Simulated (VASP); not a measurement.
Input of a VASP 6.6.1 run:

The input POSCAR:

```
SrCuS2
1.0
    4.3489544861      0.0000000000      0.0000000000
    0.0000000000      4.3489544861      0.0000000000
    0.0000000000      0.0000000000      8.9391534363
Sr Cu S
2 2 4
Direct
    0.2500000000      0.2500000000      0.6847620876
    0.7500000000      0.7500000000      0.3152379124
    0.2500000000      0.2500000000      0.0943353646
    0.7500000000      0.7500000000      0.9056646354
    0.2500000000      0.2500000000      0.3540850762
    0.7500000000      0.7500000000      0.6459149238
    0.7500000000      0.2500000000      0.0000000000
    0.2500000000      0.7500000000      0.0000000000
```

The input INCAR.step1:

```
PREC     = Accurate       # precision mode
ENCUT    = 520            # plane-wave cutoff, eV
ISMEAR   = -1             # smearing method
SIGMA    = 0.1            # smearing width, eV
LREAL    = F              # projectors in reciprocal space
LASPH    = T              # aspherical terms in the spheres
NELM     = 150            # most SCF steps
ISPIN    = 2              # spin polarisation
MAGMOM   = 0 0 0 0 0 0 0 0 # initial moments
LMAXMIX  = 4              # l up to which the mixer works
NBANDS   = 47             # bands
GGA      = PE             # functional
ALGO     = Normal         # electronic algorithm
EDIFF    = 1E-4           # SCF threshold, eV
LWAVE    = T              # write WAVECAR
LCHARG   = F              # write CHGCAR
```

INCAR.step2

```
PREC     = Accurate       # precision mode
ENCUT    = 520            # plane-wave cutoff, eV
EDIFF    = 1E-6           # SCF threshold, eV
ISMEAR   = -1             # smearing method
SIGMA    = 0.1            # smearing width, eV
LREAL    = F              # projectors in reciprocal space
LASPH    = T              # aspherical terms in the spheres
NELM     = 150            # most SCF steps
ALGO     = Normal         # electronic algorithm
ISIF     = 2              # what is computed and relaxed
LWAVE    = F              # write WAVECAR
LCHARG   = F              # write CHGCAR
ISPIN    = 2              # spin polarisation
MAGMOM   = 0 0 0 0 0 0 0 0 # initial moments
LORBIT   = 11             # projections on sites
LMAXMIX  = 4              # l up to which the mixer works
METAGGA  = R2SCAN         # meta-GGA
LMIXTAU  = T            
NBANDS   = 47             # bands
ISTART   = 1
```

File KPOINTS:

```
regular mesh
0
Gamma
  4 4 2
```

Potentials or basis: VASP PAW PBE potentials, release 64 (Sr_sv, Cu, S).

Launch:

```console
$ cat potpaw_PBE.64/Sr_sv/POTCAR potpaw_PBE.64/Cu/POTCAR potpaw_PBE.64/S/POTCAR > POTCAR
$ cp INCAR.step1 INCAR
$ mpirun -np 1 vasp_std > vasp.out
$ cp INCAR.step2 INCAR
$ mpirun -np 1 vasp_std > vasp.out
```

Problem. What does it give for the pressure?

Solution. 0.1 GPa.

Problem. What does it give for the net moment?

Solution. 0.00 μB per cell.

Problem. Estimate the band gap on the k mesh.

Solution. Zero (filled and empty bands overlap).

Forces on the atoms (eV/Å):
```
Sr   0.000  0.000  0.006
Sr   0.000  0.000 -0.006
Cu   0.000  0.000  0.028
Cu   0.000  0.000 -0.028
S    0.000  0.000 -0.014
S    0.000  0.000  0.014
S    0.000  0.000  0.000
S    0.000  0.000  0.000
```

Caveat: the k points lie up to 0.36 Å⁻¹ apart, too coarse for converged energies and pressures of a metal; the PAW data sets were made with another functional, which shifts forces and pressure a little. With open d or f shells a metallic result of r2SCAN can be an artefact of self-interaction; +U or a hybrid may open a gap.
